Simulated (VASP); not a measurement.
# Li2S (Fm-3m) in VASP: further runs, part 2 of 2

VASP 6.6.1. Earlier steps stand in the parts before.

## (3) Single point, PBEsol

This run uses another cell than the first one, of 15.80 Å³/atom.

Contents of INCAR:

```
SYSTEM = Li2S
PREC = Accurate
ENCUT = 750
EDIFF = 1E-6
ISMEAR = 0
SIGMA = 0.01
LREAL = .FALSE.
LASPH = .TRUE.
NELM = 120
ALGO = Normal
ISIF = 2
LWAVE = .FALSE.
LCHARG = .FALSE.
GGA = PS
NBANDS = 13
GGA_COMPAT = .FALSE.
```

Contents of KPOINTS:

```
regular mesh
0
G
  6 6 6
  0 0 0
```

Contents of POSCAR:

```
Li2S
1.0
    0.0000000000      2.8726651981      2.8726651981
    2.8726651981      0.0000000000      2.8726651981
    2.8726651981      2.8726651981      0.0000000000
Li S
2 1
Direct
    0.2500000000      0.2500000000      0.2500000000
    0.7500000000      0.7500000000      0.7500000000
    0.0000000000      0.0000000000      0.0000000000
```

Potentials or basis: VASP PAW PBE potentials, release 64 (Li_sv, S).

Run with:

```
$ cat potpaw_PBE.64/Li_sv/POTCAR potpaw_PBE.64/S/POTCAR > POTCAR
$ mpirun -np 1 vasp_std > vasp.out
```

OUTCAR:

```text
SYSTEM = Li2S
   PREC = Accurate
   ENCUT = 750
   EDIFF = 1E-6
   ISMEAR = 0
   LREAL = .FALSE.
   LASPH = .TRUE.
   NELM = 120
   ISIF = 2
   GGA = PS

 ion  position               nearest neighbor table
   1  0.250  0.250  0.250-   3 2.49   3 2.49   3 2.49   3 2.49
   2  0.750  0.750  0.750-   3 2.49   3 2.49   3 2.49   3 2.49
   3  0.000  0.000  0.000-   2 2.49   2 2.49   2 2.49   1 2.49   2 2.49   1 2.49   1 2.49   1 2.49

  LATTYP: Found a face centered cubic cell.
 ALAT       =     5.7453303962

  Lattice vectors:

 A1 = (   0.0000000000,   2.8726651981,   2.8726651981)
 A2 = (   2.8726651981,   0.0000000000,   2.8726651981)
 A3 = (   2.8726651981,   2.8726651981,   0.0000000000)

Analysis of symmetry for initial positions (statically):
=====================================================================
 Subroutine PRICEL returns:
 Original cell was already a primitive cell.

 Routine SETGRP: Setting up the symmetry group for a
 face centered cubic supercell.

 Subroutine GETGRP returns: Found 48 space group operations
 (whereof 48 operations were pure point group operations)
 out of a pool of 48 trial point group operations.

The static configuration has the point symmetry O_h .

Analysis of symmetry for dynamics (positions and initial velocities):
=====================================================================
 Subroutine PRICEL returns:
 Original cell was already a primitive cell.

 Routine SETGRP: Setting up the symmetry group for a
 face centered cubic supercell.

 Subroutine GETGRP returns: Found 48 space group operations
 (whereof 48 operations were pure point group operations)
 out of a pool of 48 trial point group operations.

The dynamic configuration has the point symmetry O_h .

 Subroutine INISYM returns: Found 48 space group operations
 (whereof 48 operations are pure point group operations),
 and found     1 'primitive' translations

----------------------------------------------------------------------------------------

                                     Primitive cell

  volume of cell :      47.4116

  direct lattice vectors                    reciprocal lattice vectors
     0.000000000  2.872665198  2.872665198    -0.174054394  0.174054394  0.174054394
     2.872665198  0.000000000  2.872665198     0.174054394 -0.174054394  0.174054394
     2.872665198  2.872665198  0.000000000     0.174054394  0.174054394 -0.174054394

  length of vectors
     4.062562083  4.062562083  4.062562083     0.301471054  0.301471054  0.301471054

  position of ions in fractional coordinates (direct lattice)
     0.250000000  0.250000000  0.250000000
     0.750000000  0.750000000  0.750000000
     0.000000000  0.000000000  0.000000000

  ion indices of the primitive-cell ions
   primitive index   ion index
                 1           1
                 2           2
                 3           3

----------------------------------------------------------------------------------------

 KPOINTS: regular mesh

Automatic generation of k-mesh.
 Grid dimensions read from file:
 generate k-points for:    6    6    6

 Generating k-lattice:

[... 33 lines left out ...]
 -0.333333  0.500000  0.166667     12.000000
   k-points           NKPTS =     16   k-points in BZ     NKDIM =     16   number of bands    NBANDS=     13
   number of dos      NEDOS =    301   number of ions     NIONS =      3
   total plane-waves  NPLWV =  46656
   dimension x,y,z NGX =    36 NGY =   36 NGZ =   36
   dimension x,y,z NGXF=    72 NGYF=   72 NGZF=   72
   ions per type =               2   1
   NGX,Y,Z   is equivalent  to a cutoff of  14.73, 14.73, 14.73 a.u.
   NGXF,Y,Z  is equivalent  to a cutoff of  29.46, 29.46, 29.46 a.u.
 SYSTEM =  Li2S
   PREC   = accura    normal or accurate (medium, high low for compatibility)
   ISTART =      0    job   : 0-new  1-cont  2-samecut
   ICHARG =      2    charge: 1-file 2-atom 10-const
   ISPIN  =      1    spin polarized calculation?
   LNONCOLLINEAR =      F non collinear calculations
   LSORBIT =      F    spin-orbit coupling
   LASPH  =      T    aspherical Exc in radial PAW
   ENCUT  =  750.0 eV  55.12 Ry    7.42 a.u.   9.07  9.07  9.07*2*pi/ulx,y,z
   NELM   =    120;   NELMIN=  2; NELMDL= -5     # of ELM steps
   EDIFF  = 0.1E-05   stopping-criterion for ELM
   LREAL  =      F    real-space projection
   EDIFFG = 0.1E-04   stopping-criterion for IOM
   NSW    =      0    number of steps for IOM
   IBRION =     -1    ionic relax: 0-MD 1-quasi-New 2-CG
   NFREE  =      0    steps in history (QN), initial steepest desc. (CG)
   ISIF   =      2    stress and relaxation
   ISYM   =      2    0-nonsym 1-usesym 2-fastsym
   POTIM  = 0.5000    time-step for ionic-motion
   TEBEG  =    0.0;   TEEND  =   0.0 temperature during run
   PSTRESS=    0.0 pullay stress
   NELECT =      12.0000    total number of electrons
   NUPDOWN=      -1.0000    fix difference up-down
   EMIN   =  10.00;   EMAX   =-10.00  energy-range for DOS
   EFERMI =   0.00;   METHOD = LEGACY
   ISMEAR =     0;   SIGMA  =   0.01  broadening in eV -4-tet -1-fermi 0-gaus
   EFERMI_NEDOS =   21; number of points for ismear=-14 and -15
   IALGO  =     38    algorithm
   IMIX   =      4    mixing-type and parameters
     AMIX     =   0.40;   BMIX     =  1.00
     AMIX_MAG =   1.60;   BMIX_MAG =  1.00
  volume/ion in A,a.u.               =      15.80       106.65
  Fermi-wavevector in a.u.,A,eV,Ry     =   1.035556  1.956917 14.590563  1.072376
  Thomas-Fermi vector in A             =   2.169905
   LORBIT       =      0    0 simple, 1 ext, 2 COOP (PROOUT), +10 PAW based schemes
   GGA     = PS    functional components
   LHFCALC =     F    Hartree Fock is set to
   AEXX    =    0.0000 exact exchange contribution
   IVDW    =     0    specifies the selected vdW correction
   LEPSILON=     F    determine dielectric tensor
   LRPA    =     F    only Hartree local field effects (RPA)
 non-spin polarized calculation
 Gauss-broadening in eV      SIGMA  =   0.01
  energy-cutoff  :      750.00
  volume of cell :       47.41
 maximum number of plane-waves:      2231
   NGX = 19   NGY = 19   NGZ = 19

 number of electron      12.0000003 magnetization

 Free energy of the ion-electron system (eV)
  ---------------------------------------------------
  ext. energy  EPLUGINS =         0.00000000
  ---------------------------------------------------
  free energy    TOTEN  =       -12.36461199 eV

  energy without entropy =      -12.36461199  energy(sigma->0) =      -12.36461199

 E-fermi :   1.3081     XC(G=0):  -8.5467

 val. band max:        1.2629405177   @ k =   0.0000   0.0000   0.0000
 cond. band min:       4.4984571243   @ k =   0.5000   0.5000   0.0000
 fundamental gap:      3.2355166067
 Fermi energy:         1.3080662518

 k-point     1 :       0.0000    0.0000    0.0000
  band No.  band energies     occupation
      1     -42.2727      2.00000
      2     -42.2312      2.00000
      3      -9.6925      2.00000
      4       1.2629      2.00000
      5       1.2629      2.00000
      6       1.2629      2.00000
      7       5.2389      0.00000
      8       7.4014      0.00000
      9       7.4014      0.00000
     10       7.4014      0.00000
     11      12.3287      0.00000
     12      12.3287      0.00000
     13      13.4094      0.00000
[... 226 lines left out ...]
  band No.  band energies     occupation
      1     -42.2543      2.00000
      2     -42.2475      2.00000
      3      -9.1413      2.00000
      4      -0.7179      2.00000
      5      -0.3944      2.00000
      6      -0.3458      2.00000
      7       5.7745      0.00000
      8       9.0527      0.00000
      9       9.3933      0.00000
     10      11.1467      0.00000
     11      12.4329      0.00000
     12      13.3524      0.00000
     13      13.7566      0.00000

------------------------ aborting loop because EDIFF is reached ----------------------------------------

  FORCE on cell =-STRESS in cart. coord.  units (eV):
  Direction    XX          YY          ZZ          XY          YZ          ZX
  --------------------------------------------------------------------------------------
  -------------------------------------------------------------------------------------
  Total       -0.5694841     -0.5694841     -0.5694841      0.0000000      0.0000000      0.0000000
  in kB      -19.2445238    -19.2445238    -19.2445238      0.0000000      0.0000000      0.0000000
  external PRESSURE =     -19.2445238 kB  Pullay stress =       0.0000000 kB

 VOLUME and BASIS-vectors are now :
 -----------------------------------------------------------------------------
  energy-cutoff  :      750.00
  volume of cell :       47.41
      direct lattice vectors                 reciprocal lattice vectors
     0.000000000  2.872665198  2.872665198    -0.174054394  0.174054394  0.174054394
     2.872665198  0.000000000  2.872665198     0.174054394 -0.174054394  0.174054394
     2.872665198  2.872665198  0.000000000     0.174054394  0.174054394 -0.174054394

 POSITION                                       TOTAL-FORCE (eV/Angst)
 -----------------------------------------------------------------------------------
      1.43633      1.43633      1.43633         0.000000      0.000000      0.000000
      4.30900      4.30900      4.30900        -0.000000     -0.000000     -0.000000
      0.00000      0.00000      0.00000         0.000000      0.000000      0.000000
 -----------------------------------------------------------------------------------
    total drift:                                0.000000      0.000000      0.000000

  FREE ENERGIE OF THE ION-ELECTRON SYSTEM (eV)
  ---------------------------------------------------
  free  energy   TOTEN  =       -12.3646119851 eV

  energy  without entropy=      -12.3646119851  energy(sigma->0) =      -12.36461199
```

OSZICAR:

```text
N       E                     dE             d eps       ncg     rms          rms(c)
DAV:   1     0.521912597374E+02    0.52191E+02   -0.62983E+03   416   0.114E+03
DAV:   2    -0.510032230590E+01   -0.57292E+02   -0.54157E+02   517   0.223E+02
DAV:   3    -0.124845024274E+02   -0.73842E+01   -0.73403E+01   775   0.521E+01
DAV:   4    -0.126580527187E+02   -0.17355E+00   -0.17348E+00   559   0.110E+01
DAV:   5    -0.126642585749E+02   -0.62059E-02   -0.62056E-02   661   0.150E+00    0.353E+00
DAV:   6    -0.123843417313E+02    0.27992E+00   -0.45516E-01   525   0.268E+00    0.251E+00
DAV:   7    -0.123604787213E+02    0.23863E-01   -0.10981E-01   595   0.151E+00    0.147E+00
DAV:   8    -0.123649358417E+02   -0.44571E-02   -0.21451E-02   581   0.847E-01    0.617E-01
DAV:   9    -0.123646018300E+02    0.33401E-03   -0.45926E-04   566   0.141E-01    0.442E-01
DAV:  10    -0.123646232208E+02   -0.21391E-04   -0.97435E-04   481   0.160E-01    0.203E-01
DAV:  11    -0.123646126737E+02    0.10547E-04   -0.54364E-05   611   0.560E-02    0.934E-02
DAV:  12    -0.123646119851E+02    0.68858E-06   -0.21101E-06   521   0.115E-02
   1 F= -.12364612E+02 E0= -.12364612E+02  d E =-.112242E-12
```

stdout:

```text
POSCAR found type information on POSCAR LiS
 POSCAR found :  2 types and       3 ions
 scaLAPACK will be used
 -----------------------------------------------------------------------------
|                                                                             |
|                                                                             |
|     You enforced a specific xc type in the INCAR file but a different       |
|     I HOPE YOU KNOW WHAT YOU ARE DOING!                                     |
|                                                                             |
 -----------------------------------------------------------------------------

 LDA part: xc-table for (Slater+PW92), standard interpolation
 POSCAR, INCAR and KPOINTS ok, starting setup
 FFT: planning ... GRIDC
 FFT: planning ... GRID_SOFT
 FFT: planning ... GRID
 WAVECAR not read
 entering main loop
```

It took 9 s on 1 thread of Intel Xeon Platinum 8488C (Sapphire Rapids), shared host; peak memory 0.2 GiB.

What came out:

| Item | Value |
| --- | --- |
| Free energy | -12.3646 eV |
| Pressure | -1.9 GPa |
| Band gap on the k mesh | 3.24 eV (least direct gap 3.98 eV) |

Caveat: the PAW data sets were made with another functional, which shifts forces and pressure a little. Expect the measured gap to be larger: semilocal functionals such as PBEsol lack the derivative discontinuity.

## (4) Single point, PBEsol

This run uses another cell than the first one, of 16.26 Å³/atom.

Contents of INCAR:

```
PREC = Accurate
ENCUT = 750
EDIFF = 1E-6
ISMEAR = 0
SIGMA = 0.01
LREAL = False
LASPH = True
NELM = 120
ALGO = Normal
ISIF = 2
LWAVE = False
LCHARG = False
GGA = PS
NBANDS = 13
GGA_COMPAT = False
```

Contents of KPOINTS:

```
Automatic mesh
0
Gamma
  6 6 6
```

Contents of POSCAR:

```
Li2S
1.0
    0.0000000000      2.9002886734      2.9002886734
    2.9002886734      0.0000000000      2.9002886734
    2.9002886734      2.9002886734      0.0000000000
Li S
2 1
Direct
    0.2500000000      0.2500000000      0.2500000000
    0.7500000000      0.7500000000      0.7500000000
    0.0000000000      0.0000000000      0.0000000000
```

Potentials or basis: VASP PAW PBE potentials, release 64 (Li_sv, S).

Run with:

```
$ cat potpaw_PBE.64/Li_sv/POTCAR potpaw_PBE.64/S/POTCAR > POTCAR
$ mpirun -np 1 vasp_std > vasp.out
```

OUTCAR:

```text
PREC = Accurate
   ENCUT = 750
   EDIFF = 1E-6
   ISMEAR = 0
   LREAL = False
   LASPH = True
   NELM = 120
   ISIF = 2
   GGA = PS

 ion  position               nearest neighbor table
   1  0.250  0.250  0.250-   3 2.51   3 2.51   3 2.51   3 2.51
   2  0.750  0.750  0.750-   3 2.51   3 2.51   3 2.51   3 2.51
   3  0.000  0.000  0.000-   2 2.51   2 2.51   2 2.51   1 2.51   1 2.51   1 2.51   2 2.51   1 2.51

  LATTYP: Found a face centered cubic cell.
 ALAT       =     5.8005773468

  Lattice vectors:

 A1 = (   0.0000000000,   2.9002886734,   2.9002886734)
 A2 = (   2.9002886734,   0.0000000000,   2.9002886734)
 A3 = (   2.9002886734,   2.9002886734,   0.0000000000)

Analysis of symmetry for initial positions (statically):
=====================================================================
 Subroutine PRICEL returns:
 Original cell was already a primitive cell.

 Routine SETGRP: Setting up the symmetry group for a
 face centered cubic supercell.

 Subroutine GETGRP returns: Found 48 space group operations
 (whereof 48 operations were pure point group operations)
 out of a pool of 48 trial point group operations.

The static configuration has the point symmetry O_h .
[... 171 lines left out ...]
      8       7.2189      0.00000
      9       7.2189      0.00000
     10       7.2189      0.00000
     11      12.0838      0.00000
     12      12.0838      0.00000
     13      13.0995      0.00000
[... 226 lines left out ...]
  band No.  band energies     occupation
      1     -42.4812      2.00000
      2     -42.4750      2.00000
      3      -9.2645      2.00000
      4      -0.8277      2.00000
      5      -0.4934      2.00000
      6      -0.4575      2.00000
      7       5.5868      0.00000
      8       8.7905      0.00000
      9       9.1045      0.00000
     10      10.8281      0.00000
     11      12.0550      0.00000
     12      12.9619      0.00000
     13      13.4669      0.00000

------------------------ aborting loop because EDIFF is reached ----------------------------------------

  FORCE on cell =-STRESS in cart. coord.  units (eV):
  Direction    XX          YY          ZZ          XY          YZ          ZX
  --------------------------------------------------------------------------------------
  -------------------------------------------------------------------------------------
  Total       -0.8766090     -0.8766090     -0.8766090     -0.0000000      0.0000000     -0.0000000
  in kB      -28.7847759    -28.7847759    -28.7847759     -0.0000000      0.0000000     -0.0000000
  external PRESSURE =     -28.7847759 kB  Pullay stress =       0.0000000 kB

 VOLUME and BASIS-vectors are now :
 -----------------------------------------------------------------------------
  energy-cutoff  :      750.00
  volume of cell :       48.79
      direct lattice vectors                 reciprocal lattice vectors
     0.000000000  2.900288673  2.900288673    -0.172396632  0.172396632  0.172396632
     2.900288673  0.000000000  2.900288673     0.172396632 -0.172396632  0.172396632
     2.900288673  2.900288673  0.000000000     0.172396632  0.172396632 -0.172396632

 POSITION                                       TOTAL-FORCE (eV/Angst)
 -----------------------------------------------------------------------------------
      1.45014      1.45014      1.45014        -0.000000     -0.000000     -0.000000
      4.35043      4.35043      4.35043         0.000000      0.000000      0.000000
      0.00000      0.00000      0.00000        -0.000000     -0.000000     -0.000000
 -----------------------------------------------------------------------------------
    total drift:                                0.000000     -0.000000      0.000000

  FREE ENERGIE OF THE ION-ELECTRON SYSTEM (eV)
  ---------------------------------------------------
  free  energy   TOTEN  =       -12.3451609692 eV

  energy  without entropy=      -12.3451609692  energy(sigma->0) =      -12.34516097
```

OSZICAR:

```text
N       E                     dE             d eps       ncg     rms          rms(c)
DAV:   1     0.534248877058E+02    0.53425E+02   -0.64628E+03   416   0.115E+03
DAV:   2    -0.468811635308E+01   -0.58113E+02   -0.54252E+02   507   0.218E+02
DAV:   3    -0.124195372253E+02   -0.77314E+01   -0.76889E+01   785   0.521E+01
DAV:   4    -0.126425975589E+02   -0.22306E+00   -0.22290E+00   567   0.115E+01
DAV:   5    -0.126490115633E+02   -0.64140E-02   -0.64136E-02   656   0.157E+00    0.349E+00
DAV:   6    -0.123643208173E+02    0.28469E+00   -0.47098E-01   505   0.270E+00    0.246E+00
DAV:   7    -0.123408804344E+02    0.23440E-01   -0.10917E-01   595   0.150E+00    0.145E+00
DAV:   8    -0.123454845759E+02   -0.46041E-02   -0.21476E-02   578   0.846E-01    0.617E-01
DAV:   9    -0.123451335032E+02    0.35107E-03   -0.60279E-04   566   0.158E-01    0.437E-01
DAV:  10    -0.123451749253E+02   -0.41422E-04   -0.10775E-03   496   0.167E-01    0.210E-01
DAV:  11    -0.123451612543E+02    0.13671E-04   -0.60390E-05   596   0.586E-02    0.912E-02
DAV:  12    -0.123451609692E+02    0.28512E-06   -0.23095E-06   536   0.122E-02
   1 F= -.12345161E+02 E0= -.12345161E+02  d E =-.573069E-27
```

stdout:

```text
POSCAR found type information on POSCAR LiS
 POSCAR found :  2 types and       3 ions
 scaLAPACK will be used
 -----------------------------------------------------------------------------
|                                                                             |
|                                                                             |
|     You enforced a specific xc type in the INCAR file but a different       |
|     I HOPE YOU KNOW WHAT YOU ARE DOING!                                     |
|                                                                             |
 -----------------------------------------------------------------------------

 LDA part: xc-table for (Slater+PW92), standard interpolation
 POSCAR, INCAR and KPOINTS ok, starting setup
 FFT: planning ... GRIDC
 FFT: planning ... GRID_SOFT
 FFT: planning ... GRID
 WAVECAR not read
 entering main loop
```

Run time: 13 s. Hardware: 1 thread of Intel Xeon Platinum 8488C (Sapphire Rapids), shared host; peak memory 0.23 GiB.

Results:

```
Free energy            : -12.3452 eV
Pressure               : -2.9 GPa
Band gap on the k mesh : 3.25 eV (least direct gap 3.84 eV)
```

Caveat: the PAW data sets were made with another functional, which shifts forces and pressure a little.

## (5) The runs side by side

```csv
cell,gap on the mesh (eV),pressure (GPa)
"a = 4.023 Å, angles 60.0°, 3 atoms",3.22,-0.8
"a = 4.063 Å, angles 60.0°, 3 atoms",3.24,-1.9
"a = 4.102 Å, angles 60.0°, 3 atoms",3.25,-2.9
```

Alike in all rows: task single point; level PBEsol; potentials or basis VASP PAW PBE potentials, release 64 (Li_sv, S); no spin polarisation; k mesh 6 × 6 × 6; cutoff (eV) 750; smearing gaussian 0.01 eV.

Caveats: the PAW data sets were made with another functional, which shifts forces and pressure a little.

Total energies depend on the potentials used, so only differences within one code and one set of settings carry meaning.
